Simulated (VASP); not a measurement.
# HfB2 (P6/mmm) in VASP: settings compared, part 2 of 2

VASP 6.6.1.

## (5) Relaxation of cell and atoms, BLYP

INCAR reads:

```
PREC = Accurate
ENCUT = 600
EDIFF = 1E-6
ISMEAR = -1
SIGMA = 0.05
LREAL = F
LASPH = T
NELM = 80
ALGO = Normal
ISIF = 3
LWAVE = F
LCHARG = F
GGA = B5
ALDAX = 1.0
AGGAX = 1.0
AGGAC = 1.0
ALDAC = 0.0
IBRION = 2
NSW = 60
EDIFFG = -0.01
```

KPOINTS reads:

```
Automatic mesh
0
Gamma
  10 10 8
```

POSCAR reads:

```
HfB2
1.0
    3.1400000000      0.0000000000      0.0000000000
   -1.5700000000      2.7193197679      0.0000000000
    0.0000000000      0.0000000000      3.4800000000
Hf B
1 2
Direct
    0.0000000000      0.0000000000      0.0000000000
    0.6666666667      0.3333333333      0.5000000000
    0.3333333333      0.6666666667      0.5000000000
```

Potentials or basis: VASP PAW PBE potentials, release 64 (Hf_pv, B).

Started as:

```console
> cat potpaw_PBE.64/Hf_pv/POTCAR potpaw_PBE.64/B/POTCAR > POTCAR
> mpirun -np 1 vasp_std > vasp.out
```

OUTCAR:

```text
PREC = Accurate
   ENCUT = 600
   EDIFF = 1E-6
   ISMEAR = -1
   LREAL = F
   LASPH = T
   NELM = 80
   ISIF = 3
   GGA = B5
   IBRION = 2
   NSW = 60
   EDIFFG = -0.01

 ion  position               nearest neighbor table
   1  0.000  0.000  0.000-   2 2.51   3 2.51   2 2.51   3 2.51   2 2.51   2 2.51   3 2.51   3 2.51
                             2 2.51   2 2.51   3 2.51   3 2.51
   2  0.667  0.333  0.500-   3 1.81   3 1.81   3 1.81   1 2.51   1 2.51   1 2.51   1 2.51   1 2.51
                             1 2.51
   3  0.333  0.667  0.500-   2 1.81   2 1.81   2 1.81   1 2.51   1 2.51   1 2.51   1 2.51   1 2.51
                             1 2.51

  LATTYP: Found a hexagonal cell.
 ALAT       =     3.1400000000
 C/A-ratio  =     1.1082802548

  Lattice vectors:

 A1 = (   3.1400000000,   0.0000000000,   0.0000000000)
 A2 = (  -1.5700000000,   2.7193197679,   0.0000000000)
 A3 = (   0.0000000000,   0.0000000000,   3.4800000000)

Analysis of symmetry for initial positions (statically):
=====================================================================
 Subroutine PRICEL returns:
 Original cell was already a primitive cell.

 Routine SETGRP: Setting up the symmetry group for a
 hexagonal supercell.

 Subroutine GETGRP returns: Found 24 space group operations
 (whereof 24 operations were pure point group operations)
 out of a pool of 24 trial point group operations.

The static configuration has the point symmetry D_6h.

Analysis of symmetry for dynamics (positions and initial velocities):
=====================================================================
 Subroutine PRICEL returns:
 Original cell was already a primitive cell.

 Routine SETGRP: Setting up the symmetry group for a
 hexagonal supercell.

 Subroutine GETGRP returns: Found 24 space group operations
 (whereof 24 operations were pure point group operations)
 out of a pool of 24 trial point group operations.

The dynamic configuration has the point symmetry D_6h.

[... 134 lines left out ...]
  volume of cell :       29.71
 maximum number of plane-waves:      1010
 NGX is ok and might be reduce to    28
   NGX = 13   NGY = 13   NGZ = 13

--------------------------------------- Ionic step        1  -------------------------------------------

 number of electron      15.9999999 magnetization

 Free energy of the ion-electron system (eV)
  ---------------------------------------------------
  ext. energy  EPLUGINS =         0.00000000
  ---------------------------------------------------
  free energy    TOTEN  =       -23.36498637 eV

  energy without entropy =      -23.36229798  energy(sigma->0) =      -23.36364218

------------------------ aborting loop because EDIFF is reached ----------------------------------------

  FORCE on cell =-STRESS in cart. coord.  units (eV):
  Direction    XX          YY          ZZ          XY          YZ          ZX
  --------------------------------------------------------------------------------------
  -------------------------------------------------------------------------------------
  Total        1.1699388      1.1699388      2.1277837      0.0000000      0.0000000      0.0000000
  in kB       63.0818697     63.0818697    114.7278602      0.0000000      0.0000000      0.0000000
  external PRESSURE =      80.2971999 kB  Pullay stress =       0.0000000 kB
[... 98 lines left out ...]
--------------------------------------- Ionic step        4  -------------------------------------------

 number of electron      16.0000001 magnetization

 Free energy of the ion-electron system (eV)
  ---------------------------------------------------
  ext. energy  EPLUGINS =         0.00000000
  ---------------------------------------------------
  free energy    TOTEN  =       -23.39499516 eV

  energy without entropy =      -23.39243836  energy(sigma->0) =      -23.39371676

 E-fermi :   7.8101     XC(G=0): -11.7901

 val. band max:        7.7640991128   @ k =   0.2000   0.2000   0.1250
 cond. band min:       7.8796580223   @ k =   0.0000   0.0000   0.2500
 fundamental gap:      0.1155589095
 Fermi energy:         7.8101139755

 k-point     1 :       0.0000    0.0000    0.0000
  band No.  band energies     occupation
      1     -22.9154      2.00000
      2     -22.4377      2.00000
      3     -22.4377      2.00000
      4      -5.5311      2.00000
      5       5.0053      2.00000
      6       5.0248      2.00000
      7       5.1509      2.00000
      8       5.1509      2.00000
      9      11.6614      0.00000
     10      11.6614      0.00000
     11      12.0633      0.00000
     12      12.0633      0.00000
[... 331 lines left out ...]
 k-point    24 :       0.4000    0.1000    0.1250
  band No.  band energies     occupation
      1     -23.0987      2.00000
      2     -22.8202      2.00000
      3     -22.6373      2.00000
      4      -1.8444      2.00000
      5      -0.5010      2.00000
      6       3.4141      2.00000
      7       4.1704      2.00000
      8       5.7834      2.00000
      9       8.9749      0.00000
     10      11.7631      0.00000
     11      11.9258      0.00000
     12      13.8521      0.00000

 [... further k-points ...]
[... 5 lines left out ...]
  --------------------------------------------------------------------------------------
  -------------------------------------------------------------------------------------
  Total       -0.0160952     -0.0160952      0.0088947      0.0000000      0.0000000      0.0000000
  in kB       -0.8393627     -0.8393627      0.4638568      0.0000000      0.0000000      0.0000000
  external PRESSURE =      -0.4049562 kB  Pullay stress =       0.0000000 kB
[... 18 lines left out ...]
  FREE ENERGIE OF THE ION-ELECTRON SYSTEM (eV)
  ---------------------------------------------------
  free  energy   TOTEN  =       -23.3949951565 eV

  energy  without entropy=      -23.3924383599  energy(sigma->0) =      -23.39371676

 reached required accuracy - stopping structural energy minimisation
```

OSZICAR:

```text
N       E                     dE             d eps       ncg     rms          rms(c)
DAV:   1     0.370969560665E+02    0.37097E+02   -0.92896E+03  1680   0.143E+03
DAV:   2    -0.241139151378E+02   -0.61211E+02   -0.57257E+02  2060   0.258E+02
DAV:   3    -0.261226629694E+02   -0.20087E+01   -0.19828E+01  2204   0.352E+01
DAV:   4    -0.261409575934E+02   -0.18295E-01   -0.18271E-01  2032   0.356E+00
[... 35 lines left out ...]
DAV:   1    -0.233974625428E+02   -0.48460E-02   -0.23384E-01  1740   0.419E+00    0.462E-01
DAV:   2    -0.233957572255E+02    0.17053E-02   -0.32102E-03  2108   0.501E-01    0.206E-01
DAV:   3    -0.233950406059E+02    0.71662E-03   -0.77481E-04  2024   0.220E-01    0.684E-02
DAV:   4    -0.233949954275E+02    0.45178E-04   -0.92799E-05  2260   0.772E-02    0.453E-02
DAV:   5    -0.233949951565E+02    0.27092E-06   -0.47156E-06  1928   0.181E-02
   4 F= -.23394995E+02 E0= -.23393717E+02  d E =-.237943E-02
```

CONTCAR:

```text
HfB2
   1.00000000000000
     3.1565414204577182   -0.0000000000000000    0.0000000000000000
    -1.5782707102288591    2.7336450582313256    0.0000000000000000
     0.0000000000000000   -0.0000000000000000    3.5604381252302217
  Hf              B
     1     2
Direct
     1.0000000000000000    0.0000000000000000    0.0000000000000000
     0.6666666667000030    0.3333333332999970    0.5000000000000000
     0.3333333332999970    0.6666666667000030    0.5000000000000000

  0.00000000E+00  0.00000000E+00  0.00000000E+00
  0.00000000E+00  0.00000000E+00  0.00000000E+00
  0.00000000E+00  0.00000000E+00  0.00000000E+00
```

Wall time 73 s (1 thread of Intel Xeon 6975P-C (Granite Rapids), shared host); peak memory 0.19 GiB.

What came out:

* Free energy: -23.3950 eV
* Relaxed volume: 10.24 Å³/atom
* Relaxed cell: a = 3.157 Å, b = 3.157 Å, c = 3.560 Å, α = 90.00°, β = 90.00°, γ = 120.00°
* Space group after relaxing (to 0.05 Å): P6/mmm (No. 191)
* Energy gained by relaxing: 10.0 meV/atom
* Ionic steps: 4
* Pressure after relaxing: 0.0 GPa
* Band gap on the k mesh: zero (band 8 reaches 8.65 eV, above the bottom of band 9 at 7.67 eV)

Step by step:
```tsv
step	energy change (eV)	largest force (eV/Å)	pressure (GPa)	volume (Å³)
1	0.0000	0.0000	8.03	29.71
2	0.0019	0.0000	-8.30	31.90
3	-0.0276	0.0000	-0.54	30.76
4	-0.0300	0.0000	-0.04	30.72
```

Final structure:
```yaml
crystal:
  lattice:
    - [3.15654, 0.00000, 0.00000]
    - [-1.57827, 2.73365, 0.00000]
    - [0.00000, 0.00000, 3.56044]
  atoms:
    - { symbol: Hf, position: [0.00000, 0.00000, 0.00000] }
    - { symbol: B, position: [0.66667, 0.33333, 0.50000] }
    - { symbol: B, position: [0.33333, 0.66667, 0.50000] }
```

Caveat: the PAW data sets were made with another functional, which shifts forces and pressure a little; spin-orbit coupling is left out, which moves the levels of the heavy elements. Zero-point motion and thermal expansion aren't in these numbers.

## (6) Overview

| task | level | cell | cutoff (eV) | smearing | gap on the mesh (eV) | pressure (GPa) |
| --- | --- | --- | --- | --- | --- | --- |
| single point | PBE | a = 3.140, b = 3.140, c = 3.480 Å, angles 90.0, 90.0, 120.0°, 3 atoms | 520 | gaussian 0.012 eV | none | 1.0 |
| single point | BLYP | a = 3.157, b = 3.157, c = 3.559 Å, angles 90.0, 90.0, 120.0°, 3 atoms | 520 | fermi-dirac 0.05 eV | none | 0.1 |
| single point | r2SCAN | a = 3.140, b = 3.140, c = 3.480 Å, angles 90.0, 90.0, 120.0°, 3 atoms | 520 | fermi-dirac 0.05 eV | none | -1.2 |
| relaxation of cell and atoms | BLYP | relaxed from a = 3.140, b = 3.140, c = 3.480 Å, angles 90.0, 90.0, 120.0°, 3 atoms | 600 | fermi-dirac 0.05 eV | none | 0.0 |

Alike in all rows: potentials or basis VASP PAW PBE potentials, release 64 (Hf_pv, B); no spin polarisation; k mesh 10 × 10 × 8.

Caveats: spin-orbit coupling is left out, which moves the levels of the heavy elements; the PAW data sets were made with another functional, which shifts forces and pressure a little (some runs).

Total energies depend on the potentials used, so only differences within one code and one set of settings carry meaning.
